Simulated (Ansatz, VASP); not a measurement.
# One calculation of TiSnTe3, two programs

```xyz
5
Lattice="5.6081 0.0000 0.0000 0.0000 5.6081 0.0000 0.0000 0.0000 5.6081" Properties=species:S:1:pos:R:3 pbc="T T T"
Ti    0.0000    0.0000    0.0000
Sn    2.8041    2.8041    2.8041
Te    0.0000    2.8041    2.8041
Te    2.8041    2.8041    0.0000
Te    2.8041    0.0000    2.8041
```

Change from the starting cell: species swapped into the EuBPd3 type (Pm-3m, No. 221).

Alike in both runs: task relaxation of cell and atoms; functional PBE; k mesh 8 × 8 × 8; occupations gaussian, width 0.1 eV; collinear spin.

|  | VASP | Ansatz |
| --- | --- | --- |
| version | VASP 6.6.1 | Ansatz 0.2.0 |
| potentials or method | VASP PAW PBE potentials, release 64 (Ti_sv, Sn_d, Te), cutoff 500 eV | scalar-relativistic, plane waves, PAW |
| valence electrons in the cell | 44 | 74 |

Ansatz gave:

```
gap on the k mesh at the Fermi level, each at its own relaxed structure (eV) : none
net moment per atom (μB)                                                     : 0.34
size of the moment on the site where the two differ most (μB)                : 2.12
relaxed volume (Å³/atom)                                                     : 36.13
relaxed length of the cell vector where the two differ most in proportion (Å)              : 5.653
```

Problem. Estimate VASP's values.

Solution. gap on the k mesh at the Fermi level, each at its own relaxed structure (eV): none; net moment per atom (μB): 0.34; size of the moment on the site where the two differ most (μB): 1.79; relaxed volume (Å³/atom): 36.11; relaxed length of the cell vector where the two differ most in proportion (Å): 5.652.

Site moments also hang on the region over which each program counts them. A gap of «none» marks a metal or a gap that the smearing closes. VASP's potentials hold 44 valence electrons a cell and Ansatz's 74, so a difference there can come from the potentials and not from the codes. Ansatz's warnings: given moment on shells.

Spin-orbit coupling is off throughout.
